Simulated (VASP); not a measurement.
Here is a VASP 6.6.1 calculation.

File INCAR:

```
PREC = Accurate
ENCUT = 600
EDIFF = 1E-6
ISMEAR = 0
SIGMA = 0.1
LREAL = False
LASPH = True
NELM = 200
ALGO = Normal
ISIF = 2
LWAVE = False
LCHARG = False
GGA = PE
NBANDS = 32
GGA_COMPAT = False
LMAXMIX = 6
```

KPOINTS

```
regular mesh
0
Gamma
  10 10 8
```

Contents of POSCAR:

```
NdAgO4
1.0
    2.6287885857     -3.0038575276      0.0000000000
    2.6287885857      3.0038575276      0.0000000000
    0.0000000000      0.0000000000      5.0760287896
Nd Ag O
1 1 4
Direct
    0.0000000000      0.0000000000      0.0000000000
    0.5000000000      0.5000000000      0.5000000000
    0.6198294603      0.3801705397      0.0000000000
    0.3801705397      0.6198294603      0.0000000000
    0.5000000000      0.0000000000      0.5000000000
    0.0000000000      0.5000000000      0.5000000000
```

Potentials or basis: VASP PAW PBE potentials, release 64 (Nd_3, Ag, O), 4f in core.

Command:

```bash
$ cat potpaw_PBE.64/Nd_3/POTCAR potpaw_PBE.64/Ag/POTCAR potpaw_PBE.64/O/POTCAR > POTCAR
$ mpirun -np 1 vasp_std > vasp.out
```

Predict the band gap on the k mesh.

zero (bands 23 and 24 overlap by 0.70 eV).

Estimate the pressure.

0.0 GPa.

What does it give for the largest force?

0.182 eV/Å.

Stress tensor (GPa, compression positive):
```
-0.27  0.00  0.00
 0.00  0.45  0.00
 0.00  0.00 -0.26
```

Caveat: spin-orbit coupling is left out, which moves the levels of the heavy elements; the 4f electrons are frozen in the core, so they carry no moment and show no levels; the run has no spin polarisation, though such a crystal can be magnetic. Spin polarisation is off, so any magnetic state and its effect on volume and gap are missing.
